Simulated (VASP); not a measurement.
PbSe: single point with PBE+D3(BJ)

The system is PbSe.

```
Pb Se
1.0
     0.00000    2.99752    2.90280
     2.99752    0.00000    2.90280
     2.99752    2.99752    0.00000
Pb Se
1 1
Direct
  0.00000 0.00000 0.00000
  0.50000 0.50000 0.50000
```

| Property | Result |
| --- | --- |
| Program | VASP 6.6.1 |
| Task | single point |
| Functional | PBE |
| Dispersion | D3(BJ) |
| Potentials or basis | VASP PAW PBE potentials, release 64 (Pb_d, Se) |
| Cutoff | 520 eV |
| k mesh | 10 × 10 × 10 |
| Occupations | gaussian, width 0.03 eV |
| Spin | no spin polarisation |

The pressure is 6.6 GPa. The band gap on the k mesh is 0.11 eV. The dispersion energy per atom is -0.406 eV.

Stress tensor (GPa, compression positive):
```
 4.44  0.00  0.00
 0.00  4.44  0.00
 0.00  0.00 10.91
```

Levels at points of the mesh, in eV from the valence-band top:
```
           k point  band 7  band 8  band 9  band 10  band 11  band 12  band 13  band 14
(0.00, 0.00, 0.00)   -6.16   -2.57   -2.26    -2.26     4.62     4.62     5.46     6.20
(0.50, 0.00, 0.00)   -9.44   -1.92   -1.84     0.00     0.11     1.34     1.56     8.62
(0.50, 0.50, 0.00)   -7.71   -5.89   -3.95    -3.95     3.14     5.84     5.84     6.69
(0.50, 0.00, 0.50)   -7.53   -5.84   -4.05    -3.69     3.29     5.60     6.30     6.44
```

Run time: 27 s on 1 thread of Intel(R) Xeon(R) 6975P-C (Granite Rapids), on a shared host, peak memory 0.24 GiB.

Caveat: the stress differs along the axes, from 4 to 11 GPa; spin-orbit coupling is left out, which moves the levels of the heavy elements. A k mesh can miss the band edges.
